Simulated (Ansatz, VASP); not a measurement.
ZnS7 in VASP and in Ansatz

```
Zn S
1.0
     4.27116    0.00000   -0.22907
     0.00000    4.63406    0.00000
    -0.69191    0.00000   11.67353
Zn S
1 7
Direct
  0.00000 0.74837 0.00000
  0.88132 0.51877 0.26897
  0.20406 0.73176 0.38123
  0.68685 0.78828 0.13548
  0.11868 0.51877 0.73103
  0.79594 0.73176 0.61877
  0.31315 0.78828 0.86452
  0.00000 0.98603 0.50000
```

Alike in both runs: functional PBE; k mesh 4 × 4 × 2; occupations gaussian, width 0.2 eV; no spin polarisation.

Ansatz relaxed the structure, and its values are those at the end. VASP's run is a single point on that final structure, the one shown.

|  | VASP | Ansatz |
| --- | --- | --- |
| version | VASP 6.6.1 | Ansatz 0.2.0 |
| potentials or method | VASP PAW PBE potentials, release 64 (Zn, S), cutoff 520 eV | scalar-relativistic, plane waves, PAW |
| valence electrons in the cell | 54 | 54 |

Ansatz gave:

| Property | Result |
| --- | --- |
| gap on the k mesh at the Fermi level (eV) | 1.47 |
| least direct gap on the mesh (eV) | 1.47 |
| pressure (GPa) | 0.4 |
| rms of the force components (eV/Å) | 0.018 |

**Question.** Which values does VASP return?

**Answer.** gap on the k mesh at the Fermi level (eV): 1.51; least direct gap on the mesh (eV): 1.51; pressure (GPa): 0.1; rms of the force components (eV/Å): 0.058.
